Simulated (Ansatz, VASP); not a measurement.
# MnSi: VASP beside Ansatz

```
Mn Si
1.0
     3.75119    0.00000    0.00000
    -1.87560    3.24863    0.00000
     0.00000    0.00000    4.90539
Mn Si
2 2
Cartesian
  0.0000 2.1658 3.6790
  1.8756 1.0829 1.2263
  0.0000 0.0000 0.0000
  0.0000 0.0000 2.4527
```

Alike in both runs: task relaxation of cell and atoms; functional PBE; k mesh 6 × 6 × 4; occupations gaussian, width 0.1 eV; collinear spin.

|  | VASP | Ansatz |
| --- | --- | --- |
| version | VASP 6.6.1 | Ansatz 0.2.0 |
| potentials or method | VASP PAW PBE potentials, release 64 (Mn_pv, Si), cutoff 600 eV | scalar-relativistic, plane waves, PAW |
| valence electrons in the cell | 34 | 38 |

Ansatz gave:

- gap on the k mesh at the Fermi level, each at its own relaxed structure (eV): none
- net moment per atom (μB): 1.32
- size of the moment on the site where the two differ most (μB): 2.63
- relaxed volume (Å³/atom): 14.26
- relaxed cell length with the largest relative difference (Å): 4.875

**Question.** Estimate VASP's values.

**Answer.** gap on the k mesh at the Fermi level, each at its own relaxed structure (eV): none; net moment per atom (μB): 1.31; size of the moment on the site where the two differ most (μB): 2.71; relaxed volume (Å³/atom): 14.24; relaxed cell length with the largest relative difference (Å): 4.861.

Site moments also hang on the region over which each program counts them. A gap of «none» marks a metal or a gap that the smearing closes. VASP's potentials hold 34 valence electrons a cell and Ansatz's 38, so a difference there can come from the potentials and not from the codes.
